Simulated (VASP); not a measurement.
A run of VASP 6.6.1 is set up as follows.

File INCAR:

```
ALGO     = Normal         # electronic algorithm
DIPOL    = 0.5 0.5 0.501
EDIFF    = 1E-6           # SCF threshold, eV
ENCUT    = 520            # plane-wave cutoff, eV
GGA      = PE             # functional
IDIPOL   = 3            
ISIF     = 2              # what is computed and relaxed
ISMEAR   = 0              # smearing method
IVDW     = 12             # dispersion correction
LASPH    = True           # aspherical terms in the spheres
LCHARG   = False          # write CHGCAR
LDIPOL   = True         
LREAL    = False          # projectors in reciprocal space
LWAVE    = False          # write WAVECAR
NBANDS   = 16             # bands
NELM     = 100            # most SCF steps
PREC     = Accurate       # precision mode
SIGMA    = 0.05           # smearing width, eV
```

File KPOINTS:

```
k-points
0
Gamma
  8 8 1
```

Contents of POSCAR:

```
Si
1.0
    3.8333442767      0.0000000000      0.0000000000
    0.0000000000      3.8333442767      0.0000000000
    0.0000000000      0.0000000000     18.0658755990
Si
4
Direct
    0.0000000000      0.5000000000      0.3874708403
    0.0000000000      0.0000000000      0.4624902801
    0.5000000000      0.0000000000      0.5406888378
    0.5000000000      0.5000000000      0.6146107754
```

Potentials or basis: VASP PAW PBE potentials, release 64 (Si).

The run is started by

```sh
$ cat potpaw_PBE.64/Si/POTCAR > POTCAR
$ mpirun -np 1 vasp_std > vasp.out
```

Task: Predict the largest force.

Result: 0.123 eV/Å.

Task: Predict the band gap on the k mesh.

Result: Zero (bands 8 and 9 overlap by 0.69 eV).

Task: What does it give for the dispersion energy per atom?

Result: -0.231 eV.

Forces in eV/Å, atoms in the order of the input:
```
Si   0.000  0.000  0.123
Si   0.000  0.000 -0.116
Si   0.000  0.000 -0.012
Si   0.000  0.000  0.004
```
